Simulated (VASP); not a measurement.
A run of VASP 6.6.1 is set up as follows.

INCAR

```
  ALGO = Normal
  EDIFF = 1E-6
  EDIFFG = -0.01
  ENCUT = 600
  GGA = PE
  IBRION = 2
  ISIF = 3
  ISMEAR = 0
  LASPH = True
  LCHARG = False
  LREAL = False
  LWAVE = False
  NELM = 60
  NSW = 100
  PREC = Accurate
  SIGMA = 0.02
```

KPOINTS

```
k-points
0
Gamma
  6 6 4
```

The input POSCAR:

```
BeZn2Se3
1.0
    6.7729402000      0.0000000000      0.0000000000
   -3.3864701000      5.8655383000      0.0000000000
    0.0000000000      0.0000000000      6.4466022000
Be Zn Se
2 4 6
Direct
    0.6666667000      0.3333333000      0.4996150000
    0.3333333000      0.6666667000      0.4996150000
    0.3415500000      0.3415500000      0.0033280000
    0.0000000000      0.6584500000      0.0033280000
    0.6584500000      0.0000000000      0.0033280000
    0.0000000000      0.0000000000      0.4994360000
    0.3578350000      0.3578350000      0.3867860000
    0.0000000000      0.6421650000      0.3867860000
    0.6421650000      0.0000000000      0.3867860000
    0.6666667000      0.3333333000      0.8488520000
    0.3333333000      0.6666667000      0.8488520000
    0.0000000000      0.0000000000      0.8832870000
```

Potentials or basis: VASP PAW PBE potentials, release 64 (Be, Zn, Se).

The run is started by

```sh
$ cat potpaw_PBE.64/Be/POTCAR potpaw_PBE.64/Zn/POTCAR potpaw_PBE.64/Se/POTCAR > POTCAR
$ mpirun -np 1 vasp_std > vasp.out
```

Q: Predict the relaxed cell.

A: a = 6.781 Å, b = 6.781 Å, c = 6.454 Å, α = 90.00°, β = 90.00°, γ = 120.00°.

Q: Predict the relaxed volume.

A: 21.42 Å³/atom.

Q: What does it give for the space group after relaxing (to 0.1 Å)?

A: P31m (No. 157).

The path:
```
step  energy change (eV)  largest force (eV/Å)  pressure (GPa)  volume (Å³)
   1              0.0000                0.0109            0.19       256.10
   2             -0.0004                0.0036           -0.03       257.02
```
